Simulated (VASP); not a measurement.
Here is a VASP 6.6.1 calculation.

INCAR

```
SYSTEM = Co
ALGO = Normal ; EDIFF = 1E-6
ENCUT = 520 ; GGA = PS
ISIF = 2 ; ISMEAR = 0
ISPIN = 2 ; LASPH = .True.
LCHARG = .False. ; LMAXMIX = 4
LORBIT = 11 ; LREAL = .False.
LWAVE = .False. ; MAGMOM = 1.79 1.79
NBANDS = 20 ; NELM = 150
PREC = Accurate ; SIGMA = 0.15
```

Contents of KPOINTS:

```
k-points
0
Gamma
  21 21 12
  0 0 0
```

POSCAR

```
Co
1.0
    2.4965000000      0.0000000000      0.0000000000
   -1.2482500000      2.1620324205      0.0000000000
    0.0000000000      0.0000000000      4.0335000000
Co
2
Direct
    0.3333333333      0.6666666667      0.2500000000
    0.6666666667      0.3333333333      0.7500000000
```

Potentials or basis: VASP PAW PBE potentials, release 64 (Co).

Command:

```bash
$ cat potpaw_PBE.64/Co/POTCAR > POTCAR
$ mpirun -np 1 vasp_std > vasp.out
```

Task: Predict the site moments.

Result: Co +1.62 μB.

Task: Estimate the pressure.

Result: -11.2 GPa.

Caveat: the cell stands under tension; the PAW data sets were made with another functional, which shifts forces and pressure a little.
